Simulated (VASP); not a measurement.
# CdSe (zincblende type) (F-43m) in VASP: a series of runs, part 2 of 2

VASP 6.6.1. Earlier steps stand in the parts before.

## 4. Relaxation of cell and atoms, PBE, target pressure -0.034 GPa, at which the enthalpy is minimised

This run uses another cell than the first one, of 28.35 Å³/atom.

Contents of INCAR:

```
SYSTEM = CdSe
PREC     = Accurate       ! precision mode
ENCUT    = 600            ! plane-wave cutoff, eV
EDIFF    = 1E-7           ! SCF threshold, eV
ISMEAR   = -1             ! smearing method
SIGMA    = 0.08           ! smearing width, eV
LREAL    = .False.        ! projectors in reciprocal space
LASPH    = .True.         ! aspherical terms in the spheres
NELM     = 80             ! most SCF steps
ALGO     = Normal         ! electronic algorithm
ISIF     = 3              ! what is computed and relaxed
LWAVE    = .False.        ! write WAVECAR
LCHARG   = .False.        ! write CHGCAR
GGA      = PE             ! functional
IBRION   = 2              ! ionic algorithm
NSW      = 60             ! ionic steps
EDIFFG   = -0.005         ! ionic threshold
PSTRESS  = -0.34
```

Contents of KPOINTS:

```
Automatic mesh
0
Gamma
  11 11 11
  0 0 0
```

Contents of POSCAR:

```
CdSe
1.0
    0.0000000000      3.0490831731      3.0490831731
    3.0490831731      0.0000000000      3.0490831731
    3.0490831731      3.0490831731      0.0000000000
Cd Se
1 1
Direct
    0.0000000000      0.0000000000      0.0000000000
    0.2500000000      0.2500000000      0.2500000000
```

Potentials or basis: VASP PAW PBE potentials, release 64 (Cd, Se).

Command:

```console
$ cat potpaw_PBE.64/Cd/POTCAR potpaw_PBE.64/Se/POTCAR > POTCAR
$ mpirun -np 1 vasp_std > vasp.out
```

OUTCAR:

```text
SYSTEM = CdSe
   PREC = Accurate
   ENCUT = 600
   EDIFF = 1E-7
   ISMEAR = -1
   LREAL = .False.
   LASPH = .True.
   NELM = 80
   ISIF = 3
   GGA = PE
   IBRION = 2
   NSW = 60
   EDIFFG = -0.005
   PSTRESS = -0.34

 ion  position               nearest neighbor table
   1  0.000  0.000  0.000-   2 2.64   2 2.64   2 2.64   2 2.64
   2  0.250  0.250  0.250-   1 2.64   1 2.64   1 2.64   1 2.64

  LATTYP: Found a face centered cubic cell.
 ALAT       =     6.0981663462

  Lattice vectors:

 A1 = (   0.0000000000,   3.0490831731,   3.0490831731)
 A2 = (   3.0490831731,   0.0000000000,   3.0490831731)
 A3 = (   3.0490831731,   3.0490831731,   0.0000000000)

Analysis of symmetry for initial positions (statically):
=====================================================================
 Subroutine PRICEL returns:
 Original cell was already a primitive cell.

 Routine SETGRP: Setting up the symmetry group for a
 face centered cubic supercell.

 Subroutine GETGRP returns: Found 24 space group operations
 (whereof 24 operations were pure point group operations)
 out of a pool of 48 trial point group operations.

The static configuration has the point symmetry T_d .

Analysis of symmetry for dynamics (positions and initial velocities):
=====================================================================
 Subroutine PRICEL returns:
 Original cell was already a primitive cell.

 Routine SETGRP: Setting up the symmetry group for a
 face centered cubic supercell.

 Subroutine GETGRP returns: Found 24 space group operations
 (whereof 24 operations were pure point group operations)
 out of a pool of 48 trial point group operations.

The dynamic configuration has the point symmetry T_d .

 Subroutine INISYM returns: Found 24 space group operations
 (whereof 24 operations are pure point group operations),
 and found     1 'primitive' translations

----------------------------------------------------------------------------------------

                                     Primitive cell

  volume of cell :      56.6941

  direct lattice vectors                    reciprocal lattice vectors
     0.000000000  3.049083173  3.049083173    -0.163983720  0.163983720  0.163983720
     3.049083173  0.000000000  3.049083173     0.163983720 -0.163983720  0.163983720
     3.049083173  3.049083173  0.000000000     0.163983720  0.163983720 -0.163983720

  length of vectors
     4.312054776  4.312054776  4.312054776     0.284028134  0.284028134  0.284028134

  position of ions in fractional coordinates (direct lattice)
     0.000000000  0.000000000  0.000000000
     0.250000000  0.250000000  0.250000000

  ion indices of the primitive-cell ions
   primitive index   ion index
                 1           1
                 2           2

----------------------------------------------------------------------------------------

 KPOINTS: Automatic mesh

Automatic generation of k-mesh.
 Grid dimensions read from file:
 generate k-points for:   11   11   11

 Generating k-lattice:

[... 43 lines left out ...]
   k-points           NKPTS =     56   k-points in BZ     NKDIM =     56   number of bands    NBANDS=     13
   number of dos      NEDOS =    301   number of ions     NIONS =      2
   total plane-waves  NPLWV =  46656
   dimension x,y,z NGX =    36 NGY =   36 NGZ =   36
   dimension x,y,z NGXF=    72 NGYF=   72 NGZF=   72
   ions per type =               1   1
   NGX,Y,Z   is equivalent  to a cutoff of  13.88, 13.88, 13.88 a.u.
   NGXF,Y,Z  is equivalent  to a cutoff of  27.76, 27.76, 27.76 a.u.
 SYSTEM =  CdSe
   PREC   = accura    normal or accurate (medium, high low for compatibility)
   ISTART =      0    job   : 0-new  1-cont  2-samecut
   ICHARG =      2    charge: 1-file 2-atom 10-const
   ISPIN  =      1    spin polarized calculation?
   LNONCOLLINEAR =      F non collinear calculations
   LSORBIT =      F    spin-orbit coupling
   LASPH  =      T    aspherical Exc in radial PAW
   ENCUT  =  600.0 eV  44.10 Ry    6.64 a.u.   8.61  8.61  8.61*2*pi/ulx,y,z
   NELM   =     80;   NELMIN=  2; NELMDL= -5     # of ELM steps
   EDIFF  = 0.1E-06   stopping-criterion for ELM
   LREAL  =      F    real-space projection
   EDIFFG = -.5E-02   stopping-criterion for IOM
   NSW    =     60    number of steps for IOM
   IBRION =      2    ionic relax: 0-MD 1-quasi-New 2-CG
   NFREE  =      1    steps in history (QN), initial steepest desc. (CG)
   ISIF   =      3    stress and relaxation
   ISYM   =      2    0-nonsym 1-usesym 2-fastsym
   POTIM  = 0.5000    time-step for ionic-motion
   TEBEG  =    0.0;   TEEND  =   0.0 temperature during run
   PSTRESS=   -0.3 pullay stress
   NELECT =      18.0000    total number of electrons
   NUPDOWN=      -1.0000    fix difference up-down
   EMIN   =  10.00;   EMAX   =-10.00  energy-range for DOS
   EFERMI =   0.00;   METHOD = LEGACY
   ISMEAR =    -1;   SIGMA  =   0.08  broadening in eV -4-tet -1-fermi 0-gaus
   EFERMI_NEDOS =   21; number of points for ismear=-14 and -15
   IALGO  =     38    algorithm
   IMIX   =      4    mixing-type and parameters
     AMIX     =   0.40;   BMIX     =  1.00
     AMIX_MAG =   1.60;   BMIX_MAG =  1.00
  volume/ion in A,a.u.               =      28.35       191.30
  Fermi-wavevector in a.u.,A,eV,Ry     =   1.116828  2.110499 16.970620  1.247305
  Thomas-Fermi vector in A             =   2.253446
   LORBIT       =      0    0 simple, 1 ext, 2 COOP (PROOUT), +10 PAW based schemes
   GGA     = PE    functional components
   LHFCALC =     F    Hartree Fock is set to
   AEXX    =    0.0000 exact exchange contribution
   IVDW    =     0    specifies the selected vdW correction
   LEPSILON=     F    determine dielectric tensor
   LRPA    =     F    only Hartree local field effects (RPA)
 conjugate gradient relaxation of ions
 non-spin polarized calculation
  energy-cutoff  :      600.00
  volume of cell :       56.69
 maximum number of plane-waves:      1917
   NGX = 17   NGY = 17   NGZ = 17

--------------------------------------- Ionic step        1  -------------------------------------------

 number of electron      17.9999998 magnetization

 Free energy of the ion-electron system (eV)
  ---------------------------------------------------
  ext. energy  EPLUGINS =         0.00000000
  ---------------------------------------------------
  free energy    TOTEN  =        -5.47513369 eV

  energy without entropy =       -5.47500530  energy(sigma->0) =       -5.47506949

------------------------ aborting loop because EDIFF is reached ----------------------------------------

  FORCE on cell =-STRESS in cart. coord.  units (eV):
  Direction    XX          YY          ZZ          XY          YZ          ZX
  --------------------------------------------------------------------------------------
  -------------------------------------------------------------------------------------
  Total        0.9387193      0.9387193      0.9387193      0.0000000     -0.0000000      0.0000000
  in kB       26.5282462     26.5282462     26.5282462      0.0000000     -0.0000000      0.0000000
  external PRESSURE =      26.8682462 kB  Pullay stress =      -0.3400000 kB
[... 63 lines left out ...]
--------------------------------------- Ionic step        3  -------------------------------------------

 number of electron      18.0000000 magnetization

 Free energy of the ion-electron system (eV)
  ---------------------------------------------------
  ext. energy  EPLUGINS =         0.00000000
  ---------------------------------------------------
  free energy    TOTEN  =        -5.49919178 eV

  energy without entropy =       -5.49896264  energy(sigma->0) =       -5.49907721

 E-fermi :   0.8469     XC(G=0):  -8.6113

 val. band max:        0.4755618953   @ k =   0.0000   0.0000   0.0000
 cond. band min:       0.9583017017   @ k =   0.0000   0.0000   0.0000
 fundamental gap:      0.4827398064
 Fermi energy:         0.8469401780

 k-point     1 :       0.0000    0.0000    0.0000
  band No.  band energies     occupation
      1     -11.7949      2.00000
      2      -7.2723      2.00000
      3      -7.2723      2.00000
      4      -7.2723      2.00000
      5      -6.9597      2.00000
      6      -6.9597      2.00000
      7       0.4756      1.98091
      8       0.4756      1.98091
      9       0.4756      1.98091
     10       0.9583      0.39817
     11       6.4033      0.00000
     12       6.4033      0.00000
     13       6.4033      0.00000
[... 354 lines left out ...]
  band No.  band energies     occupation
      1     -11.5830      2.00000
      2      -7.2112      2.00000
      3      -7.1953      2.00000
      4      -7.0326      2.00000
      5      -6.9714      2.00000
      6      -6.9276      2.00000
      7      -2.2346      2.00000
      8      -0.7126      2.00000
      9       0.1195      1.99978
     10       3.4041      0.00000
     11       6.0547      0.00000
     12       6.8508      0.00000
     13       7.0470      0.00000

 [... further k-points ...]
[... 5 lines left out ...]
  --------------------------------------------------------------------------------------
  -------------------------------------------------------------------------------------
  Total       -0.0099383     -0.0099383     -0.0099383     -0.0000000     -0.0000000     -0.0000000
  in kB       -0.2663188     -0.2663188     -0.2663188     -0.0000000     -0.0000000     -0.0000000
  external PRESSURE =       0.0736812 kB  Pullay stress =      -0.3400000 kB
[... 21 lines left out ...]
  energy  without entropy=       -5.4989626439  energy(sigma->0) =       -5.49907721

  enthalpy is  TOTEN    =        -5.5118797209 eV   P V=       -0.0126879432

 reached required accuracy - stopping structural energy minimisation
```

It took 50 s on 1 thread of Intel Xeon Platinum 8559C (Emerald Rapids), shared host; peak memory 0.25 GiB.

What came out:

```yaml
Free_energy: -5.4992 eV
Relaxed_volume: 29.89 Å³/atom
Relaxed_cell: a = 4.389 Å, b = 4.389 Å, c = 4.389 Å, α = 60.00°, β = 60.00°, γ = 60.00°
Space_group_after_relaxing_to_0.1_Å: F-43m (No. 216)
Energy_change_on_relaxing_the_run_minimises_the_enthalpy: -12.0 meV/atom
Ionic_steps: 3
Pressure_after_relaxing: 0.0 GPa
Band_gap_on_the_k_mesh: 0.48 eV
```

The path:
```
step  energy change (eV)  largest force (eV/Å)  pressure (GPa)  volume (Å³)
   1              0.0000                0.0000            2.65        56.69
   2             -0.0221                0.0000           -0.67        60.68
   3             -0.0241                0.0000           -0.03        59.79
```

Final structure:
```
Cd Se
1.0
     0.00000    3.10359    3.10359
     3.10359    0.00000    3.10359
     3.10359    3.10359    0.00000
Cd Se
1 1
Cartesian
  0.0000 0.0000 0.0000
  1.5518 1.5518 1.5518
```

Levels at points of the mesh, in eV from the valence-band top:
| k point | band 6 | band 7 | band 8 | band 9 | band 10 | band 11 | band 12 | band 13 |
| --- | --- | --- | --- | --- | --- | --- | --- | --- |
| (0.00, 0.00, 0.00) | -7.44 | 0.00 | 0.00 | 0.00 | 0.48 | 5.93 | 5.93 | 5.93 |

Caveat: the cell is relaxed towards a set pressure, so the run minimises the enthalpy, not the energy.
